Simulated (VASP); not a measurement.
# Mn (P6_3/mmc) in VASP: a series of runs

Runs on Mn. Level: PBE+D3(BJ). Tasks: single point, relaxation of cell and atoms.

Program: VASP 6.6.1. These are calculated values, not measurements. Logs are shortened: lines on timing, memory, paths and dates and some standing lists are left out, and cuts for length are marked.

## (1) The cell of the first run

The structure is hexagonal, space group P6_3/mmc (No. 194). Conventional cell: a = 2.464 Å, b = 2.464 Å, c = 3.988 Å, α = 90.00°, β = 90.00°, γ = 120.00°. Within 3.2 Å of Mn (site symmetry -6m2) lie 12 Mn at 2.45 to 2.46 Å.

## (2) Single point, PBE+D3(BJ)

INCAR

```
SYSTEM = Mn
ALGO = Normal ; EDIFF = 1E-6
ENCUT = 520 ; GGA = PE
ISIF = 2 ; ISMEAR = 0
IVDW = 12 ; LASPH = .TRUE.
LCHARG = .TRUE. ; LELF = .TRUE.
LREAL = .FALSE. ; LVHAR = .TRUE.
LWAVE = .FALSE. ; NBANDS = 20
NELM = 80 ; PREC = Accurate
SIGMA = 0.1
```

KPOINTS

```
k-points
0
G
  21 21 10
  0 0 0
```

POSCAR

```
Mn
1.0
    2.4643278101      0.0000000000      0.0000000000
   -1.2321639050      2.1341704869      0.0000000000
    0.0000000000      0.0000000000      3.9875879864
Mn
2
Direct
    0.6666666667      0.3333333333      0.7500000000
    0.3333333333      0.6666666667      0.2500000000
```

Potentials or basis: VASP PAW PBE potentials, release 64 (Mn_pv).

Run with:

```console
cat potpaw_PBE.64/Mn_pv/POTCAR > POTCAR
mpirun -np 1 vasp_std > vasp.out
```

OUTCAR:

```text
SYSTEM = Mn
   EDIFF = 1E-6
   ENCUT = 520
   GGA = PE
   ISIF = 2
   ISMEAR = 0
   IVDW = 12
   LASPH = .TRUE.
   LREAL = .FALSE.
   NELM = 80
   PREC = Accurate
 IVDW          = 12

 ion  position               nearest neighbor table
   1  0.667  0.333  0.750-   2 2.45   2 2.45   2 2.45   2 2.45   2 2.45   2 2.45
   2  0.333  0.667  0.250-   1 2.45   1 2.45   1 2.45   1 2.45   1 2.45   1 2.45

  LATTYP: Found a hexagonal cell.
 ALAT       =     2.4643278101
 C/A-ratio  =     1.6181240053

  Lattice vectors:

 A1 = (   2.4643278101,   0.0000000000,   0.0000000000)
 A2 = (  -1.2321639050,   2.1341704869,   0.0000000000)
 A3 = (   0.0000000000,   0.0000000000,   3.9875879864)

Analysis of symmetry for initial positions (statically):
=====================================================================
 Subroutine PRICEL returns:
 Original cell was already a primitive cell.

 Routine SETGRP: Setting up the symmetry group for a
 hexagonal supercell.

 Subroutine GETGRP returns: Found 24 space group operations
 (whereof 12 operations were pure point group operations)
 out of a pool of 24 trial point group operations.

The static configuration has the point symmetry D_3d.
 The point group associated with its full space group is D_6h.

Analysis of symmetry for dynamics (positions and initial velocities):
=====================================================================
 Subroutine PRICEL returns:
 Original cell was already a primitive cell.

 Routine SETGRP: Setting up the symmetry group for a
 hexagonal supercell.

 Subroutine GETGRP returns: Found 24 space group operations
 (whereof 12 operations were pure point group operations)
 out of a pool of 24 trial point group operations.

The dynamic configuration has the point symmetry D_3d.
 The point group associated with its full space group is D_6h.

 Subroutine INISYM returns: Found 24 space group operations
 (whereof 12 operations are pure point group operations),
 and found     1 'primitive' translations

----------------------------------------------------------------------------------------

                                     Primitive cell

  volume of cell :      20.9719

  direct lattice vectors                    reciprocal lattice vectors
     2.464327810  0.000000000  0.000000000     0.405790170  0.234283064  0.000000000
    -1.232163905  2.134170487  0.000000000     0.000000000  0.468566127  0.000000000
     0.000000000  0.000000000  3.987587986     0.000000000  0.000000000  0.250778166

  length of vectors
     2.464327810  2.464327810  3.987587986     0.468566127  0.468566127  0.250778166

  position of ions in fractional coordinates (direct lattice)
     0.666666667  0.333333333  0.750000000
     0.333333333  0.666666667  0.250000000

  ion indices of the primitive-cell ions
   primitive index   ion index
                 1           1
                 2           2

----------------------------------------------------------------------------------------

 KPOINTS: k-points

Automatic generation of k-mesh.
 Grid dimensions read from file:
 generate k-points for:   21   21   10

 Generating k-lattice:

  Cartesian coordinates                     Fractional coordinates (reciprocal lattice)
     0.019323341  0.011156336  0.000000000     0.047619048  0.000000000  0.000000000
     0.000000000  0.022312673  0.000000000     0.000000000  0.047619048  0.000000000
     0.000000000  0.000000000  0.025077817     0.000000000  0.000000000  0.100000000

  Length of vectors
     0.022312673  0.022312673  0.025077817

  Shift w.r.t. Gamma in fractional coordinates (k-lattice)
     0.000000000  0.000000000  0.000000000

 Subroutine IBZKPT returns following result:
 ===========================================

 Found    288 irreducible k-points:

 Following reciprocal coordinates:
            Coordinates               Weight
  0.000000  0.000000  0.000000      1.000000
  0.047619  0.000000  0.000000      6.000000
  0.095238  0.000000  0.000000      6.000000
  0.142857  0.000000  0.000000      6.000000
  0.190476  0.000000  0.000000      6.000000
  0.238095  0.000000  0.000000      6.000000
[... 16 lines left out ...]
  0.142857  0.095238  0.000000     12.000000
  0.190476  0.095238  0.000000     12.000000
 [... further k-points ...]
   k-points           NKPTS =    288   k-points in BZ     NKDIM =    288   number of bands    NBANDS=     20
   number of dos      NEDOS =    301   number of ions     NIONS =      2
   total plane-waves  NPLWV =   9720
   dimension x,y,z NGX =    18 NGY =   18 NGZ =   30
   dimension x,y,z NGXF=    36 NGYF=   36 NGZF=   60
   ions per type =               2
   NGX,Y,Z   is equivalent  to a cutoff of  12.14, 12.14, 12.51 a.u.
   NGXF,Y,Z  is equivalent  to a cutoff of  24.29, 24.29, 25.01 a.u.
 SYSTEM =  Mn
   PREC   = accura    normal or accurate (medium, high low for compatibility)
   ISTART =      0    job   : 0-new  1-cont  2-samecut
   ICHARG =      2    charge: 1-file 2-atom 10-const
   ISPIN  =      1    spin polarized calculation?
   LNONCOLLINEAR =      F non collinear calculations
   LSORBIT =      F    spin-orbit coupling
   LASPH  =      T    aspherical Exc in radial PAW
   ENCUT  =  520.0 eV  38.22 Ry    6.18 a.u.   4.58  4.58  7.41*2*pi/ulx,y,z
   NELM   =     80;   NELMIN=  2; NELMDL= -5     # of ELM steps
   EDIFF  = 0.1E-05   stopping-criterion for ELM
   LREAL  =      F    real-space projection
   EDIFFG = 0.1E-04   stopping-criterion for IOM
   NSW    =      0    number of steps for IOM
   IBRION =     -1    ionic relax: 0-MD 1-quasi-New 2-CG
   NFREE  =      0    steps in history (QN), initial steepest desc. (CG)
   ISIF   =      2    stress and relaxation
   ISYM   =      2    0-nonsym 1-usesym 2-fastsym
   POTIM  = 0.5000    time-step for ionic-motion
   TEBEG  =    0.0;   TEEND  =   0.0 temperature during run
   PSTRESS=    0.0 pullay stress
   NELECT =      26.0000    total number of electrons
   NUPDOWN=      -1.0000    fix difference up-down
   EMIN   =  10.00;   EMAX   =-10.00  energy-range for DOS
   EFERMI =   0.00;   METHOD = LEGACY
   ISMEAR =     0;   SIGMA  =   0.10  broadening in eV -4-tet -1-fermi 0-gaus
   EFERMI_NEDOS =   21; number of points for ismear=-14 and -15
   IALGO  =     38    algorithm
   IMIX   =      4    mixing-type and parameters
     AMIX     =   0.40;   BMIX     =  1.00
     AMIX_MAG =   1.60;   BMIX_MAG =  1.00
  volume/ion in A,a.u.               =      10.49        70.76
  Fermi-wavevector in a.u.,A,eV,Ry     =   1.758679  3.323422 42.082180  3.092953
  Thomas-Fermi vector in A             =   2.827790
   LORBIT       =      0    0 simple, 1 ext, 2 COOP (PROOUT), +10 PAW based schemes
   GGA     = PE    functional components
   LHFCALC =     F    Hartree Fock is set to
   AEXX    =    0.0000 exact exchange contribution
   IVDW    =    12    specifies the selected vdW correction
   LEPSILON=     F    determine dielectric tensor
   LRPA    =     F    only Hartree local field effects (RPA)
 non-spin polarized calculation
 Gauss-broadening in eV      SIGMA  =   0.10
  energy-cutoff  :      520.00
  volume of cell :       20.97
 maximum number of plane-waves:       578
   NGX =  9   NGY =  9   NGZ = 15

 number of electron      26.0000028 magnetization

 Free energy of the ion-electron system (eV)
  ---------------------------------------------------
  ext. energy  EPLUGINS =         0.00000000
  ---------------------------------------------------
  free energy    TOTEN  =       -17.88692552 eV

  energy without entropy =      -17.87230601  energy(sigma->0) =      -17.87961576

 E-fermi :  10.7144     XC(G=0): -14.1679

 val. band max:       10.7133756208   @ k =   0.2857   0.1905   0.5000
 cond. band min:      10.7192715069   @ k =   0.1429   0.1429   0.1000
 fundamental gap:      0.0058958861
 Fermi energy:        10.7144192878

 k-point     1 :       0.0000    0.0000    0.0000
  band No.  band energies     occupation
      1     -37.5959      2.00000
      2     -36.8778      2.00000
      3     -36.8778      2.00000
      4     -36.7652      2.00000
      5     -36.7652      2.00000
      6     -36.7568      2.00000
[... 12 lines left out ...]
     19      20.2883      0.00000
     20      31.6356      0.00000

 k-point     2 :       0.0476    0.0000    0.0000
  band No.  band energies     occupation
      1     -37.5897      2.00000
      2     -36.8914      2.00000
      3     -36.8822      2.00000
      4     -36.7793      2.00000
      5     -36.7672      2.00000
      6     -36.7591      2.00000
[... 12 lines left out ...]
     19      20.2874      0.00000
     20      31.5144      0.00000

 k-point     3 :       0.0952    0.0000    0.0000
  band No.  band energies     occupation
      1     -37.5716      2.00000
      2     -36.9309      2.00000
      3     -36.8948      2.00000
      4     -36.8202      2.00000
      5     -36.7730      2.00000
      6     -36.7660      2.00000
[... 12 lines left out ...]
     19      20.2867      0.00000
     20      30.9569      0.00000

 k-point     4 :       0.1429    0.0000    0.0000
  band No.  band energies     occupation
      1     -37.5422      2.00000
      2     -36.9931      2.00000
      3     -36.9142      2.00000
      4     -36.8835      2.00000
      5     -36.7826      2.00000
      6     -36.7776      2.00000
[... 12 lines left out ...]
     19      20.2912      0.00000
     20      29.6568      0.00000

 k-point     5 :       0.1905    0.0000    0.0000
  band No.  band energies     occupation
      1     -37.5032      2.00000
      2     -37.0727      2.00000
      3     -36.9627      2.00000
      4     -36.9383      2.00000
      5     -36.7952      2.00000
      6     -36.7941      2.00000
[... 12 lines left out ...]
     19      20.3060      0.00000
     20      27.9031      0.00000

 k-point     6 :       0.2381    0.0000    0.0000
  band No.  band energies     occupation
      1     -37.4564      2.00000
      2     -37.1627      2.00000
      3     -37.0500      2.00000
      4     -36.9648      2.00000
      5     -36.8155      2.00000
      6     -36.8099      2.00000
[... 12 lines left out ...]
     19      20.3268      0.00000
     20      26.0613      0.00000

 k-point     7 :       0.2857    0.0000    0.0000
  band No.  band energies     occupation
      1     -37.4044      2.00000
      2     -37.2553      2.00000
      3     -37.1376      2.00000
      4     -36.9915      2.00000
      5     -36.8414      2.00000
      6     -36.8253      2.00000
[... 12 lines left out ...]
     19      20.3030      0.00000
     20      24.3456      0.00000
[... 277 lines left out ...]
 k-point    20 :       0.4286    0.0476    0.0000
  band No.  band energies     occupation
      1     -37.4802      2.00000
      2     -37.3435      2.00000
      3     -37.2343      2.00000
      4     -37.0630      2.00000
      5     -36.9461      2.00000
      6     -36.8735      2.00000
[... 12 lines left out ...]
     19      22.0881      0.00000
     20      23.0403      0.00000

 k-point    21 :       0.4762    0.0476    0.0000
  band No.  band energies     occupation
      1     -37.4939      2.00000
      2     -37.3554      2.00000
      3     -37.2199      2.00000
      4     -37.0671      2.00000
      5     -36.9566      2.00000
      6     -36.8760      2.00000
[... 12 lines left out ...]
     19      22.5661      0.00000
     20      23.2429      0.00000

 k-point    22 :       0.0952    0.0952    0.0000
  band No.  band energies     occupation
      1     -37.5252      2.00000
      2     -37.0163      2.00000
      3     -36.9625      2.00000
      4     -36.8851      2.00000
      5     -36.7965      2.00000
      6     -36.7847      2.00000
[... 12 lines left out ...]
     19      20.3021      0.00000
     20      29.3943      0.00000

 k-point    23 :       0.1429    0.0952    0.0000
  band No.  band energies     occupation
      1     -37.4870      2.00000
      2     -37.0839      2.00000
      3     -37.0280      2.00000
      4     -36.9201      2.00000
      5     -36.8149      2.00000
      6     -36.8013      2.00000
[... 12 lines left out ...]
     19      20.3340      0.00000
     20      27.9155      0.00000

 k-point    24 :       0.1905    0.0952    0.0000
  band No.  band energies     occupation
      1     -37.4412      2.00000
      2     -37.1654      2.00000
      3     -37.0980      2.00000
      4     -36.9580      2.00000
      5     -36.8342      2.00000
      6     -36.8228      2.00000
[... 12 lines left out ...]
     19      20.3874      0.00000
     20      26.1225      0.00000

 [... further k-points ...]

------------------------ aborting loop because EDIFF is reached ----------------------------------------

 Edisp (eV)   -0.77810

 E8    (eV) :    -0.3557

  FORCE on cell =-STRESS in cart. coord.  units (eV):
  Direction    XX          YY          ZZ          XY          YZ          ZX
  --------------------------------------------------------------------------------------
  -------------------------------------------------------------------------------------
  Total      -0.00762    -0.00762    -0.03048    -0.00000     0.00000    -0.00000
  in kB      -0.58197    -0.58197    -2.32881    -0.00000     0.00000    -0.00000
  external pressure =       -1.16 kB  Pullay stress =        0.00 kB

 VOLUME and BASIS-vectors are now :
 -----------------------------------------------------------------------------
  energy-cutoff  :      520.00
  volume of cell :       20.97
      direct lattice vectors                 reciprocal lattice vectors
     2.464327810  0.000000000  0.000000000     0.405790170  0.234283064  0.000000000
    -1.232163905  2.134170487  0.000000000     0.000000000  0.468566127  0.000000000
     0.000000000  0.000000000  3.987587986     0.000000000  0.000000000  0.250778166

 POSITION                                       TOTAL-FORCE (eV/Angst)
 -----------------------------------------------------------------------------------
      1.23216      0.71139      2.99069         0.000000      0.000000      0.000000
     -0.00000      1.42278      0.99690         0.000000     -0.000000      0.000000
 -----------------------------------------------------------------------------------
    total drift:                                0.000000     -0.000000      0.000000

  FREE ENERGIE OF THE ION-ELECTRON SYSTEM (eV)
  ---------------------------------------------------
  free  energy   TOTEN  =       -18.6650303509 eV

  energy  without entropy=      -18.6504108468  energy(sigma->0) =      -18.65772060
```

Run time: 73 s. Hardware: 1 thread of Intel Xeon 6975P-C, shared host; peak memory 0.21 GiB.

What came out:

- Free energy: -18.6650 eV
- Pressure: -0.1 GPa
- Band gap on the k mesh: zero (band 13 reaches 11.89 eV, above the bottom of band 14 at 9.65 eV)
- Dispersion energy per atom: -0.389 eV

Stress tensor (GPa, compression positive):
```
-0.06  0.00  0.00
 0.00 -0.06  0.00
 0.00  0.00 -0.23
```

Caveat: the run has no spin polarisation, though such a crystal can be magnetic; pairwise dispersion overbinds metals, which lowers pressure and volume. Spin polarisation is off, so any magnetic state and its effect on volume and gap are missing.

## (3) Relaxation of cell and atoms, PBE+D3(BJ)

This run uses another cell than the first one, of 10.75 Å³/atom, 1.026 times its volume.

INCAR

```
  PREC = Accurate
  ENCUT = 600
  EDIFF = 1E-6
  ISMEAR = 0
  SIGMA = 0.1
  LREAL = F
  LASPH = T
  NELM = 60
  ALGO = Fast
  ISIF = 3
  LWAVE = F
  LCHARG = F
  GGA = PE
  IVDW = 12
  IBRION = 2
  NSW = 100
  EDIFFG = -0.005
```

KPOINTS

```
regular mesh
0
Gamma
  21 21 10
```

POSCAR

```
Mn
1.0
    2.4836457705      0.0000000000      0.0000000000
   -1.2418228852      2.1509003313      0.0000000000
    0.0000000000      0.0000000000      4.0261950000
Mn
2
Direct
    0.6666666700      0.3333333300      0.7500000000
    0.3333333300      0.6666666700      0.2500000000
```

Potentials or basis: VASP PAW PBE potentials, release 64 (Mn_pv).

Run with:

```console
cat potpaw_PBE.64/Mn_pv/POTCAR > POTCAR
mpirun -np 1 vasp_std > vasp.out
```

It took 6.2 min on 1 thread of Intel Xeon 6975P-C, shared host; peak memory 0.25 GiB.

The run converged. Its results:

| Property | Result |
| --- | --- |
| Free energy | -18.6650 eV |
| Relaxed volume | 10.48 Å³/atom |
| Relaxed cell | a = 2.465 Å, b = 2.465 Å, c = 3.985 Å, α = 90.00°, β = 90.00°, γ = 120.00° |
| Space group after relaxing (to 0.05 Å) | P6_3/mmc (No. 194) |
| Energy gained by relaxing | 6.4 meV/atom |
| Ionic steps | 9 |
| Pressure after relaxing | -0.1 GPa |
| Band gap on the k mesh | zero (band 13 reaches 11.89 eV, above the bottom of band 14 at 9.66 eV) |
| Dispersion energy per atom | -0.389 eV |

The path:
```csv
step,energy change (eV),largest force (eV/Å),pressure (GPa),volume (Å³)
1,0.0000,0.0000,-7.31,21.51
2,0.0296,0.0000,15.04,20.02
3,-0.0127,0.0000,0.06,20.97
4,-0.0127,0.0000,-0.13,20.98
5,-0.0127,0.0000,-0.25,20.98
6,-0.0127,0.0000,-0.25,20.98
7,-0.0127,0.0000,0.45,20.94
8,-0.0128,0.0000,0.16,20.96
9,-0.0128,0.0000,-0.05,20.97
```

Final structure:
```
Mn
1.0
     2.46459    0.00000    0.00000
    -1.23229    2.13440    0.00000
     0.00000    0.00000    3.98544
Mn
2
Direct
  0.66667 0.33333 0.75000
  0.33333 0.66667 0.25000
```

Levels at points of the mesh, in eV from the Fermi level:
```tsv
k point	band 10	band 11	band 12	band 13	band 14	band 15	band 16	band 17
(0.00, 0.00, 0.00)	-0.98	-0.98	-0.49	-0.49	0.05	0.05	0.79	1.67
(0.00, 0.00, 0.50)	-1.57	-1.06	-1.06	-1.06	-1.06	1.23	1.23	1.23
```

Caveat: the run has no spin polarisation, though such a crystal can be magnetic; pairwise dispersion overbinds metals, which lowers pressure and volume.
